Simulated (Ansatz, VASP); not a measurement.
This is a calculation of Co for Ansatz 0.2.0.

input.yaml

```yaml
crystal:
  lattice:
    - [2.4215367659, 0.0, 0.0]
    - [-1.210768383, 2.0971123555, 0.0]
    - [0.0, 0.0, 3.9390568819]
  atoms:
    - { symbol: Co, position: [0.6666666667, 0.3333333333, 0.75], spin: 2.0 }
    - { symbol: Co, position: [0.3333333333, 0.6666666667, 0.25], spin: 2.0 }
hamiltonian:
  xc: lda
  pseudopotentials: { kind: paw }
magnetization:
  spin_polarized: true
kpoints:
  mp_grid: { grid: [12, 12, 7] }
scf:
  occupations: { method: fermi_dirac, width: 0.05 }
output:
  forces: true
  stress: true
  eigenvalues: true
```

Potentials or basis: Ansatz PAW.

Launch:

```bash
$ ansatz run input.yaml --threads 2 --pin off --max-ram 5120MiB --backend cpu --events-out ev --progress --plain --runs-dir out
```

Problem. Translate it to VASP 6.6.1. Potentials there: VASP PAW LDA potentials, release 64 (Co).

Solution. As run (the cutoff follows the program's own potentials):

Contents of INCAR:

```
PREC = Accurate ; ENCUT = 520
EDIFF = 1E-6 ; ISMEAR = -1
SIGMA = 0.05 ; LREAL = False
LASPH = True ; NELM = 150
ALGO = Normal ; ISIF = 2
LWAVE = False ; LCHARG = False
ISPIN = 2 ; MAGMOM = 2 2
LORBIT = 11 ; LMAXMIX = 4
GGA = CA ; NBANDS = 20
```

Contents of KPOINTS:

```
regular mesh
0
Gamma
  12 12 7
```

POSCAR

```
Co
1.0
    2.4215367659      0.0000000000      0.0000000000
   -1.2107683830      2.0971123555      0.0000000000
    0.0000000000      0.0000000000      3.9390568819
Co
2
Direct
    0.6666666667      0.3333333333      0.7500000000
    0.3333333333      0.6666666667      0.2500000000
```

Potentials or basis: VASP PAW LDA potentials, release 64 (Co).

Command:

```console
$ cat potpaw_LDA.64/Co/POTCAR > POTCAR
$ mpirun -np 1 vasp_std > vasp.out
```

Both were run:

|  | VASP | Ansatz | Ansatz less VASP |
| --- | --- | --- | --- |
| gap on the k mesh at the Fermi level (eV) | none | none | - |
| pressure (GPa) | -1.1 | -0.2 | +0.94 |
| traceless stress, the component that is largest in VASP (GPa) | -2.00 | -1.99 | +0.006 |
| net moment per atom (μB) | 1.48 | 1.49 | +0.012 |
| size of the moment on the site where the two differ most (μB) | 1.47 | 1.54 | +0.063 |

LDA's correlation is that of Perdew and Zunger in VASP and of Perdew and Wang (1992) in Ansatz. Site moments also hang on the region over which each program counts them. A gap of «none» marks a metal or a gap that the smearing closes. VASP's potentials hold 18 valence electrons a cell and Ansatz's 34, so a difference there can come from the potentials and not from the codes.
